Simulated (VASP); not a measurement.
# SiC (P6_3mc) in VASP: further runs, part 2 of 2

VASP 6.6.1.

### Step 5. Single point, PBEsol+D4

This run uses another cell than the first one, of 10.28 Å³/atom.

INCAR

```
SYSTEM = SiC
PREC = Accurate ; ENCUT = 520
EDIFF = 1E-6 ; ISMEAR = -1
SIGMA = 0.05 ; LREAL = .FALSE.
LASPH = .TRUE. ; NELM = 100
ALGO = Normal ; ISIF = 2
LWAVE = .FALSE. ; LCHARG = .FALSE.
GGA = PS ; IVDW = 13
NBANDS = 36
```

KPOINTS

```
Automatic mesh
0
G
  10 10 2
  0 0 0
```

POSCAR

```
SiC
1.0
    3.0742275620      0.0000000000      0.0000000000
   -1.5371137810      2.6623591657      0.0000000000
    0.0000000000      0.0000000000     15.0681848517
Si C
6 6
Direct
    0.6666666667      0.3333333333      0.4583000000
    0.3333333333      0.6666666667      0.9583000000
    0.6666666667      0.3333333333      0.7917000000
    0.3333333333      0.6666666667      0.2917000000
    0.0000000000      0.0000000000      0.6250000000
    0.0000000000      0.0000000000      0.1250000000
    0.6666666667      0.3333333333      0.3333000000
    0.3333333333      0.6666666667      0.8333000000
    0.6666666667      0.3333333333      0.6667000000
    0.3333333333      0.6666666667      0.1667000000
    0.0000000000      0.0000000000      0.5000000000
    0.0000000000      0.0000000000      0.0000000000
```

Run with:

```bash
$ cat potpaw_PBE.64/Si/POTCAR potpaw_PBE.64/C/POTCAR > POTCAR
$ mpirun -np 1 vasp_std > vasp.out
```

It took 2.6 min on 1 thread of Intel Xeon 8259CL, shared host; peak memory 0.28 GiB.

The run converged. Its results:

```yaml
Free_energy: -97.7444 eV
Pressure: -0.9 GPa
Largest_force: 0.147 eV/Å
Band_gap_on_the_k_mesh: 1.90 eV (least direct gap 3.01 eV)
Dispersion_energy_per_atom: -0.187 eV
```

Forces on the atoms (eV/Å):
```
Si   0.000  0.000  0.058
Si   0.000  0.000  0.058
Si   0.000  0.000  0.027
Si   0.000  0.000  0.027
Si   0.000  0.000  0.045
Si   0.000  0.000  0.045
C    0.000  0.000 -0.015
C    0.000  0.000 -0.015
C    0.000  0.000  0.032
C    0.000  0.000  0.032
C    0.000  0.000 -0.147
C    0.000  0.000 -0.147
```

Stress tensor (GPa, compression positive):
```
-1.13  0.00  0.00
 0.00 -1.13  0.00
 0.00  0.00 -0.34
```

Levels at points of the mesh, in eV from the valence-band top:
| k point | band 21 | band 22 | band 23 | band 24 | band 25 | band 26 | band 27 | band 28 |
| --- | --- | --- | --- | --- | --- | --- | --- | --- |
| (0.00, 0.00, 0.00) | -0.30 | -0.05 | 0.00 | 0.00 | 5.15 | 5.32 | 5.74 | 6.25 |
| (0.50, 0.00, 0.00) | -1.83 | -1.80 | -1.70 | -1.10 | 1.90 | 2.09 | 3.10 | 3.80 |
| (0.00, 0.00, 0.50) | -0.10 | -0.10 | -0.10 | -0.10 | 5.22 | 5.22 | 5.97 | 5.97 |
| (0.50, 0.00, 0.50) | -1.74 | -1.74 | -1.31 | -1.31 | 1.95 | 1.95 | 3.32 | 3.32 |

Caveat: the PAW data sets were made with another functional, which shifts forces and pressure a little.

### Step 6. Single point, BLYP

This run uses another cell than the first one, of 10.73 Å³/atom.

INCAR

```
PREC     = Accurate       # precision mode
ENCUT    = 520            # plane-wave cutoff, eV
EDIFF    = 1E-6           # SCF threshold, eV
ISMEAR   = -1             # smearing method
SIGMA    = 0.05           # smearing width, eV
LREAL    = False          # projectors in reciprocal space
LASPH    = True           # aspherical terms in the spheres
NELM     = 60             # most SCF steps
ALGO     = Normal         # electronic algorithm
ISIF     = 2              # what is computed and relaxed
LWAVE    = False          # write WAVECAR
LCHARG   = True           # write CHGCAR
GGA      = B5             # functional
ALDAX    = 1.0          
AGGAX    = 1.0          
AGGAC    = 1.0          
ALDAC    = 0.0          
LELF     = True           # ELF
LVHAR    = True         
NBANDS   = 36             # bands
```

KPOINTS

```
Automatic mesh
0
Gamma
  10 10 2
```

POSCAR

```
SiC
1.0
    3.1173678394      0.0000000000      0.0000000000
   -1.5586839197      2.6997197419      0.0000000000
    0.0000000000      0.0000000000     15.3008489308
Si C
6 6
Direct
    0.6666666667      0.3333333333      0.4582713605
    0.3333333333      0.6666666667      0.9582713605
    0.6666666667      0.3333333333      0.7918073801
    0.3333333333      0.6666666667      0.2918073801
    0.0000000000      0.0000000000      0.6250727539
    0.0000000000      0.0000000000      0.1250727539
    0.6666666667      0.3333333333      0.3333060787
    0.3333333333      0.6666666667      0.8333060787
    0.6666666667      0.3333333333      0.6668616833
    0.3333333333      0.6666666667      0.1668616833
    0.0000000000      0.0000000000      0.4996807435
    0.0000000000      0.0000000000     -0.0003192565
```

Potentials or basis: VASP PAW PBE potentials, release 64 (Si, C).

Run with:

```bash
$ cat potpaw_PBE.64/Si/POTCAR potpaw_PBE.64/C/POTCAR > POTCAR
$ mpirun -np 1 vasp_std > vasp.out
```

OUTCAR:

```text
PREC = Accurate
   ENCUT = 520
   EDIFF = 1E-6
   ISMEAR = -1
   LREAL = False
   LASPH = True
   NELM = 60
   ISIF = 2
   GGA = B5

 ion  position               nearest neighbor table
   1  0.667  0.333  0.458-  11 1.91  11 1.91  11 1.91   7 1.91   4 3.12   4 3.12   4 3.12   5 3.12
                             5 3.12   5 3.12
   2  0.333  0.667  0.958-  12 1.91  12 1.91  12 1.91   8 1.91   3 3.12   3 3.12   3 3.12   6 3.12
                             6 3.12   6 3.12
   3  0.667  0.333  0.792-   8 1.91   8 1.91   8 1.91   9 1.91   2 3.12   2 3.12   2 3.12   5 3.12
                             5 3.12   5 3.12
   4  0.333  0.667  0.292-   7 1.91   7 1.91   7 1.91  10 1.91   1 3.12   1 3.12   1 3.12   6 3.12
                             6 3.12   6 3.12
   5  0.000  0.000  0.625-   9 1.91   9 1.91   9 1.91  11 1.92   3 3.12   3 3.12   3 3.12   1 3.12
                             1 3.12   1 3.12
   6  0.000  0.000  0.125-  10 1.91  10 1.91  10 1.91  12 1.92   4 3.12   4 3.12   4 3.12   2 3.12
                             2 3.12   2 3.12
   7  0.667  0.333  0.333-   4 1.91   4 1.91   4 1.91   1 1.91
   8  0.333  0.667  0.833-   3 1.91   3 1.91   3 1.91   2 1.91
   9  0.667  0.333  0.667-   5 1.91   5 1.91   5 1.91   3 1.91
  10  0.333  0.667  0.167-   6 1.91   6 1.91   6 1.91   4 1.91
  11  0.000  0.000  0.500-   1 1.91   1 1.91   1 1.91   5 1.92
  12  0.000  0.000  1.000-   2 1.91   2 1.91   2 1.91   6 1.92

  LATTYP: Found a hexagonal cell.
 ALAT       =     3.1173678394
 C/A-ratio  =     4.9082590567

  Lattice vectors:

 A1 = (   3.1173678394,   0.0000000000,   0.0000000000)
 A2 = (  -1.5586839197,   2.6997197419,   0.0000000000)
 A3 = (   0.0000000000,   0.0000000000,  15.3008489308)

Analysis of symmetry for initial positions (statically):
=====================================================================
 Subroutine PRICEL returns:
 Original cell was already a primitive cell.

 Routine SETGRP: Setting up the symmetry group for a
 hexagonal supercell.

 Subroutine GETGRP returns: Found 12 space group operations
 (whereof  6 operations were pure point group operations)
 out of a pool of 24 trial point group operations.

The static configuration has the point symmetry C_3v.
[... 170 lines left out ...]
 NGX is ok and might be reduce to    24
   NGX = 11   NGY = 11   NGZ = 57

 number of electron      48.0000001 magnetization

 Free energy of the ion-electron system (eV)
  ---------------------------------------------------
  ext. energy  EPLUGINS =         0.00000000
  ---------------------------------------------------
  free energy    TOTEN  =       -81.99755639 eV

  energy without entropy =      -81.99755639  energy(sigma->0) =      -81.99755639

 E-fermi :   9.2452     XC(G=0): -10.4953

 val. band max:        8.1575216504   @ k =   0.0000   0.0000   0.0000
 cond. band min:      10.4957757759   @ k =   0.5000  -0.0000   0.0000
 fundamental gap:      2.3382541255
 Fermi energy:         9.2451517199

 k-point     1 :       0.0000    0.0000    0.0000
  band No.  band energies     occupation
      1      -6.8828      2.00000
      2      -6.3805      2.00000
      3      -6.3478      2.00000
      4      -4.9194      2.00000
      5      -4.8899      2.00000
      6      -3.5081      2.00000
[... 925 lines left out ...]
     35      15.6389      0.00000
     36      15.6389      0.00000

 [... further k-points ...]

------------------------ aborting loop because EDIFF is reached ----------------------------------------

  FORCE on cell =-STRESS in cart. coord.  units (eV):
  Direction    XX          YY          ZZ          XY          YZ          ZX
  --------------------------------------------------------------------------------------
  -------------------------------------------------------------------------------------
  Total        0.4500566      0.4500566      0.4568497      0.0000000      0.0000000     -0.0000000
  in kB        5.5995797      5.5995797      5.6840990      0.0000000      0.0000000     -0.0000000
  external PRESSURE =       5.6277528 kB  Pullay stress =       0.0000000 kB

 VOLUME and BASIS-vectors are now :
 -----------------------------------------------------------------------------
  energy-cutoff  :      520.00
  volume of cell :      128.77
      direct lattice vectors                 reciprocal lattice vectors
     3.117367839  0.000000000  0.000000000     0.320783447  0.185204409  0.000000000
    -1.558683920  2.699719742  0.000000000     0.000000000  0.370408819  0.000000000
     0.000000000  0.000000000 15.300848931     0.000000000  0.000000000  0.065355851

 POSITION                                       TOTAL-FORCE (eV/Angst)
 -----------------------------------------------------------------------------------
      1.55868      0.89991      7.01194         0.000000     -0.000000     -0.001662
     -0.00000      1.79981     14.66237         0.000000     -0.000000     -0.001662
      1.55868      0.89991     12.11533        -0.000000      0.000000     -0.000873
     -0.00000      1.79981      4.46490         0.000000     -0.000000     -0.000873
      0.00000      0.00000      9.56414         0.000000      0.000000      0.001474
      0.00000      0.00000      1.91372         0.000000      0.000000      0.001474
      1.55868      0.89991      5.09987         0.000000      0.000000      0.000439
     -0.00000      1.79981     12.75029        -0.000000      0.000000      0.000439
      1.55868      0.89991     10.20355         0.000000     -0.000000      0.000560
     -0.00000      1.79981      2.55313        -0.000000      0.000000      0.000560
      0.00000      0.00000      7.64554        -0.000000      0.000000      0.000063
      0.00000      0.00000     15.29596         0.000000     -0.000000      0.000063
 -----------------------------------------------------------------------------------
    total drift:                               -0.000000     -0.000000     -0.000426

  FREE ENERGIE OF THE ION-ELECTRON SYSTEM (eV)
  ---------------------------------------------------
  free  energy   TOTEN  =       -81.9975563933 eV

  energy  without entropy=      -81.9975563933  energy(sigma->0) =      -81.99755639
```

Run time: 3 min. Hardware: 1 thread of Intel Xeon 8259CL, shared host; peak memory 0.28 GiB.

What came out:

```yaml
Free_energy: -81.9976 eV
Pressure: 0.6 GPa
Band_gap_on_the_k_mesh: 2.34 eV (least direct gap 3.42 eV)
```

Caveat: the PAW data sets were made with another functional, which shifts forces and pressure a little. A hybrid or GW would open this gap; BLYP tends to underestimate it.

### Step 7. Summary

| level | cell | gap on the mesh (eV) | pressure (GPa) | largest force (eV/Å) |
| --- | --- | --- | --- | --- |
| PBEsol+D4 | a = 3.053, b = 3.053, c = 14.965 Å, angles 90.0, 90.0, 120.0°, 12 atoms, atomic positions A | 1.90 | 3.9 | 0.15 |
| BLYP+D4 | a = 3.053, b = 3.053, c = 14.965 Å, angles 90.0, 90.0, 120.0°, 12 atoms, atomic positions A | 2.33 | 5.7 | 0.15 |
| PBE | a = 3.053, b = 3.053, c = 14.965 Å, angles 90.0, 90.0, 120.0°, 12 atoms, atomic positions A | 2.01 | 9.6 | 0.15 |
| PBEsol+D4 | a = 3.074, b = 3.074, c = 15.068 Å, angles 90.0, 90.0, 120.0°, 12 atoms, atomic positions A | 1.90 | -0.9 | 0.15 |
| BLYP | a = 3.117, b = 3.117, c = 15.301 Å, angles 90.0, 90.0, 120.0°, 12 atoms, atomic positions B | 2.34 | 0.6 | - |

Alike in all rows: task single point; potentials or basis VASP PAW PBE potentials, release 64 (Si, C); no spin polarisation; k mesh 10 × 10 × 2; cutoff (eV) 520; smearing fermi-dirac 0.05 eV.

On the cell as given the gap runs from 1.90 eV (PBEsol+D4) to 2.33 eV (BLYP+D4). The pressure there spans 3.9 GPa (PBEsol+D4) to 9.6 GPa (PBE); a positive pressure means that this level wants a larger cell, a negative one a smaller.

Caveats: the PAW data sets were made with another functional, which shifts forces and pressure a little (at least some runs); the cell stands under pressure (at least some runs).

Absolute energies hang on the potentials; compare differences alone.
